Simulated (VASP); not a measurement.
# V (I4/mmm) in VASP: notebook, part 3 of 3

VASP 6.6.1. The steps go on from the part before.

## 5. Single point, PBEsol (strain -0.015 along x and y, +0.030 along z)

The input, INCAR:

```
  PREC = Accurate
  ENCUT = 520
  EDIFF = 1E-6
  ISMEAR = 0
  SIGMA = 0.15
  LREAL = F
  LASPH = T
  NELM = 100
  ALGO = Fast
  ISIF = 2
  LWAVE = F
  LCHARG = F
  GGA = PS
  NBANDS = 12
```

The input, KPOINTS:

```
Automatic mesh
0
Gamma
  22 22 22
```

The input, POSCAR:

```
V
1.0
   -1.4903050000      1.4903050000      1.5583900000
    1.4903050000     -1.4903050000      1.5583900000
    1.4903050000      1.4903050000     -1.5583900000
V
1
Direct
    0.0000000000      0.0000000000      0.0000000000
```

Potentials or basis: VASP PAW PBE potentials, release 64 (V_sv).

Run with:

```bash
$ cat potpaw_PBE.64/V_sv/POTCAR > POTCAR
$ mpirun -np 1 vasp_std > vasp.out
```

OUTCAR:

```text
PREC = Accurate
   ENCUT = 520
   EDIFF = 1E-6
   ISMEAR = 0
   LREAL = F
   LASPH = T
   NELM = 100
   ISIF = 2
   GGA = PS

 ion  position               nearest neighbor table
   1  0.000  0.000  0.000-

  LATTYP: Found a body centered tetragonal cell.
 ALAT       =     2.9806100000
 C/A-ratio  =     1.0456852792

  Lattice vectors:

 A1 = (  -1.4903050000,   1.4903050000,   1.5583900000)
 A2 = (   1.4903050000,  -1.4903050000,   1.5583900000)
 A3 = (   1.4903050000,   1.4903050000,  -1.5583900000)

Analysis of symmetry for initial positions (statically):
=====================================================================
 Subroutine PRICEL returns:
 Original cell was already a primitive cell.

 Routine SETGRP: Setting up the symmetry group for a
 body centered tetragonal supercell.

 Subroutine GETGRP returns: Found 16 space group operations
 (whereof 16 operations were pure point group operations)
 out of a pool of 16 trial point group operations.

The static configuration has the point symmetry D_4h.

Analysis of symmetry for dynamics (positions and initial velocities):
=====================================================================
 Subroutine PRICEL returns:
 Original cell was already a primitive cell.

 Routine SETGRP: Setting up the symmetry group for a
 body centered tetragonal supercell.

 Subroutine GETGRP returns: Found 16 space group operations
 (whereof 16 operations were pure point group operations)
 out of a pool of 16 trial point group operations.

The dynamic configuration has the point symmetry D_4h.

 Subroutine INISYM returns: Found 16 space group operations
 (whereof 16 operations are pure point group operations),
 and found     1 'primitive' translations

----------------------------------------------------------------------------------------

                                     Primitive cell

  volume of cell :      13.8448

  direct lattice vectors                    reciprocal lattice vectors
    -1.490305000  1.490305000  1.558390000     0.000000000  0.335501793  0.320843948
     1.490305000 -1.490305000  1.558390000     0.335501793  0.000000000  0.320843948
     1.490305000  1.490305000 -1.558390000     0.335501793  0.335501793  0.000000000

  length of vectors
     2.621182439  2.621182439  2.621182439     0.464222244  0.464222244  0.474471186

  position of ions in fractional coordinates (direct lattice)
     0.000000000  0.000000000  0.000000000

  ion indices of the primitive-cell ions
   primitive index   ion index
                 1           1

----------------------------------------------------------------------------------------

 KPOINTS: Automatic mesh

Automatic generation of k-mesh.
 Grid dimensions read from file:
 generate k-points for:   22   22   22

 Generating k-lattice:

  Cartesian coordinates                     Fractional coordinates (reciprocal lattice)
     0.000000000  0.015250082  0.014583816     0.045454545 -0.000000000  0.000000000
     0.015250082  0.000000000  0.014583816    -0.000000000  0.045454545  0.000000000
     0.015250082  0.015250082  0.000000000     0.000000000  0.000000000  0.045454545

  Length of vectors
     0.021101011  0.021101011  0.021566872

  Shift w.r.t. Gamma in fractional coordinates (k-lattice)
     0.000000000  0.000000000  0.000000000

 Subroutine IBZKPT returns following result:
 ===========================================

 Found    834 irreducible k-points:

 Following reciprocal coordinates:
            Coordinates               Weight
  0.000000  0.000000  0.000000      1.000000
  0.045455  0.000000 -0.000000      8.000000
  0.090909  0.000000 -0.000000      8.000000
  0.136364  0.000000 -0.000000      8.000000
  0.181818  0.000000  0.000000      8.000000
  0.227273  0.000000  0.000000      8.000000
[... 16 lines left out ...]
  0.500000  0.045455  0.000000     16.000000
 -0.454545  0.045455  0.000000     16.000000
 [... further k-points ...]
   k-points           NKPTS =    834   k-points in BZ     NKDIM =    834   number of bands    NBANDS=     12
   number of dos      NEDOS =    301   number of ions     NIONS =      1
   total plane-waves  NPLWV =   8000
   dimension x,y,z NGX =    20 NGY =   20 NGZ =   20
   dimension x,y,z NGXF=    40 NGYF=   40 NGZF=   40
   ions per type =               1
   NGX,Y,Z   is equivalent  to a cutoff of  12.68, 12.68, 12.68 a.u.
   NGXF,Y,Z  is equivalent  to a cutoff of  25.37, 25.37, 25.37 a.u.
 SYSTEM =  unknown system
   PREC   = accura    normal or accurate (medium, high low for compatibility)
   ISTART =      0    job   : 0-new  1-cont  2-samecut
   ICHARG =      2    charge: 1-file 2-atom 10-const
   ISPIN  =      1    spin polarized calculation?
   LNONCOLLINEAR =      F non collinear calculations
   LSORBIT =      F    spin-orbit coupling
   LASPH  =      T    aspherical Exc in radial PAW
   ENCUT  =  520.0 eV  38.22 Ry    6.18 a.u.   4.87  4.87  4.87*2*pi/ulx,y,z
   NELM   =    100;   NELMIN=  2; NELMDL= -5     # of ELM steps
   EDIFF  = 0.1E-05   stopping-criterion for ELM
   LREAL  =      F    real-space projection
   EDIFFG = 0.1E-04   stopping-criterion for IOM
   NSW    =      0    number of steps for IOM
   IBRION =     -1    ionic relax: 0-MD 1-quasi-New 2-CG
   NFREE  =      0    steps in history (QN), initial steepest desc. (CG)
   ISIF   =      2    stress and relaxation
   ISYM   =      2    0-nonsym 1-usesym 2-fastsym
   POTIM  = 0.5000    time-step for ionic-motion
   TEBEG  =    0.0;   TEEND  =   0.0 temperature during run
   PSTRESS=    0.0 pullay stress
   NELECT =      13.0000    total number of electrons
   NUPDOWN=      -1.0000    fix difference up-down
   EMIN   =  10.00;   EMAX   =-10.00  energy-range for DOS
   EFERMI =   0.00;   METHOD = LEGACY
   ISMEAR =     0;   SIGMA  =   0.15  broadening in eV -4-tet -1-fermi 0-gaus
   EFERMI_NEDOS =   21; number of points for ismear=-14 and -15
   IALGO  =     68    algorithm
   IMIX   =      4    mixing-type and parameters
     AMIX     =   0.40;   BMIX     =  1.00
     AMIX_MAG =   1.60;   BMIX_MAG =  1.00
  volume/ion in A,a.u.               =      13.84        93.43
  Fermi-wavevector in a.u.,A,eV,Ry     =   1.603099  3.029419 34.965991  2.569928
  Thomas-Fermi vector in A             =   2.699816
   LORBIT       =      0    0 simple, 1 ext, 2 COOP (PROOUT), +10 PAW based schemes
   GGA     = PS    functional components
   LHFCALC =     F    Hartree Fock is set to
   AEXX    =    0.0000 exact exchange contribution
   IVDW    =     0    specifies the selected vdW correction
   LEPSILON=     F    determine dielectric tensor
   LRPA    =     F    only Hartree local field effects (RPA)
 non-spin polarized calculation
 RMM-DIIS sequential band-by-band and
 Gauss-broadening in eV      SIGMA  =   0.15
  energy-cutoff  :      520.00
  volume of cell :       13.84
 maximum number of plane-waves:       394
   NGX =  9   NGY =  9   NGZ =  9

 number of electron      12.9999998 magnetization

 Free energy of the ion-electron system (eV)
  ---------------------------------------------------
  ext. energy  EPLUGINS =         0.00000000
  ---------------------------------------------------
  free energy    TOTEN  =        -9.60477038 eV

  energy without entropy =       -9.58385482  energy(sigma->0) =       -9.59431260

 E-fermi :   9.2359     XC(G=0): -12.9075

 val. band max:        9.2348750431   @ k =  -0.3182   0.3182   0.1818
 cond. band min:       9.2381768244   @ k =  -0.2273   0.2727   0.0909
 fundamental gap:      0.0033017814
 Fermi energy:         9.2359453368

 k-point     1 :       0.0000    0.0000    0.0000
  band No.  band energies     occupation
      1     -54.2836      2.00000
      2     -27.7275      2.00000
      3     -27.7273      2.00000
      4     -27.7273      2.00000
      5       2.6887      2.00000
      6       9.5331      0.00509
      7       9.5331      0.00509
      8       9.8632      0.00000
      9      11.3632      0.00000
     10      11.7367      0.00000
     11      28.9310      0.00000
     12      29.8089      0.00000
[... 331 lines left out ...]
 k-point    24 :      -0.4545    0.0455    0.0000
  band No.  band energies     occupation
      1     -54.1121      2.00000
      2     -28.5253      2.00000
      3     -27.9714      2.00000
      4     -27.7349      2.00000
      5       6.1686      2.00000
      6       8.3479      2.00000
      7      10.0941      0.00000
      8      11.3673      0.00000
      9      11.9746      0.00000
     10      13.0930      0.00000
     11      19.5909      0.00000
     12      25.2569      0.00000

 [... further k-points ...]
[... 5 lines left out ...]
  --------------------------------------------------------------------------------------
  -------------------------------------------------------------------------------------
  Total       -0.8174777     -0.8174777     -1.2637593      0.0000000      0.0000000      0.0000000
  in kB      -94.6019404    -94.6019404   -146.2475120      0.0000000      0.0000000      0.0000000
  external PRESSURE =    -111.8171309 kB  Pullay stress =       0.0000000 kB

 VOLUME and BASIS-vectors are now :
 -----------------------------------------------------------------------------
  energy-cutoff  :      520.00
  volume of cell :       13.84
      direct lattice vectors                 reciprocal lattice vectors
    -1.490305000  1.490305000  1.558390000     0.000000000  0.335501793  0.320843948
     1.490305000 -1.490305000  1.558390000     0.335501793  0.000000000  0.320843948
     1.490305000  1.490305000 -1.558390000     0.335501793  0.335501793  0.000000000

 POSITION                                       TOTAL-FORCE (eV/Angst)
 -----------------------------------------------------------------------------------
      0.00000      0.00000      0.00000        -0.000000     -0.000000      0.000000
 -----------------------------------------------------------------------------------
    total drift:                                0.000000     -0.000000     -0.000000

  FREE ENERGIE OF THE ION-ELECTRON SYSTEM (eV)
  ---------------------------------------------------
  free  energy   TOTEN  =        -9.6047703818 eV

  energy  without entropy=       -9.5838548240  energy(sigma->0) =       -9.59431260
```

OSZICAR:

```text
N       E                     dE             d eps       ncg     rms          rms(c)
DAV:   1     0.908434974526E+02    0.90843E+02   -0.70119E+03 20072   0.118E+03
DAV:   2    -0.991289788819E+01   -0.10076E+03   -0.97857E+02 20372   0.331E+02
DAV:   3    -0.112269631397E+02   -0.13141E+01   -0.13105E+01 22356   0.441E+01
DAV:   4    -0.112336444366E+02   -0.66813E-02   -0.66812E-02 21552   0.335E+00
DAV:   5    -0.112337251117E+02   -0.80675E-04   -0.80677E-04 22076   0.347E-01    0.186E+01
RMM:   6    -0.962792687071E+01    0.16058E+01   -0.37499E+00 20648   0.227E+01    0.136E+00
RMM:   7    -0.961420028197E+01    0.13727E-01   -0.86777E-02 21542   0.327E+00    0.853E-01
RMM:   8    -0.960465853815E+01    0.95417E-02   -0.87177E-03 22415   0.133E+00    0.776E-02
RMM:   9    -0.960476921145E+01   -0.11067E-03   -0.97983E-04 22951   0.407E-01    0.316E-02
RMM:  10    -0.960477522168E+01   -0.60102E-05   -0.12050E-04 22302   0.164E-01    0.298E-02
RMM:  11    -0.960477008280E+01    0.51389E-05   -0.36213E-05 22289   0.843E-02    0.601E-03
RMM:  12    -0.960477038182E+01   -0.29902E-06   -0.52773E-06 19514   0.395E-02
   1 F= -.96047704E+01 E0= -.95943126E+01  d E =-.209156E-01
```

It took 91 s on 1 thread of AMD EPYC 7R43 (Zen 3), shared host; peak memory 0.2 GiB.

Results:

```
Free energy : -9.6048 eV
Pressure    : -11.2 GPa
```

Levels at points of the mesh, in eV from the Fermi level:
```csv
k point,band 4,band 5,band 6,band 7,band 8,band 9,band 10,band 11
"(0.00, 0.00, 0.00)",-36.96,-6.55,0.30,0.30,0.63,2.13,2.50,19.70
"(0.50, 0.00, 0.00)",-36.96,-3.09,-0.95,1.43,2.12,2.69,3.95,9.70
"(0.50, 0.50, 0.00)",-36.99,-3.12,-1.36,1.78,2.57,2.79,4.02,10.09
"(0.50, 0.50, 0.50)",-37.51,-2.96,-2.83,3.54,3.64,3.64,8.96,10.40
```

Caveat: the cell differs from its parent crystal (strain -0.015 along x and y, +0.030 along z); the PAW data sets were made with another functional, which shifts forces and pressure a little.

## 6. Summary

```csv
cell,further INCAR settings,gap on the mesh (eV),pressure (GPa)
"a = 2.594 Å, angles 109.9, 109.9, 108.7°, 1 atom",ALGO = Fast; EDIFF = 1e-07; NBANDS = 12,none,-6.6
"a = 2.608 Å, angles 109.1, 109.1, 110.3°, 1 atom",ALGO = Fast; EDIFF = 1e-07; NBANDS = 12,none,-9.0
"a = 2.608 Å, angles 110.3, 110.3, 107.8°, 1 atom",ALGO = Fast; EDIFF = 1e-06; NBANDS = 12,none,-8.9
"a = 2.621 Å, angles 110.7, 110.7, 107.0°, 1 atom",ALGO = Fast; EDIFF = 1e-06; NBANDS = 12,none,-11.2
```

Alike in all rows: task single point; level PBEsol; potentials or basis VASP PAW PBE potentials, release 64 (V_sv); no spin polarisation; k mesh 22 × 22 × 22; cutoff (eV) 520; smearing gaussian 0.15 eV.

Caveats: the PAW data sets were made with another functional, which shifts forces and pressure a little.

Total energies depend on the potentials used, so only differences within one code and one set of settings carry meaning.
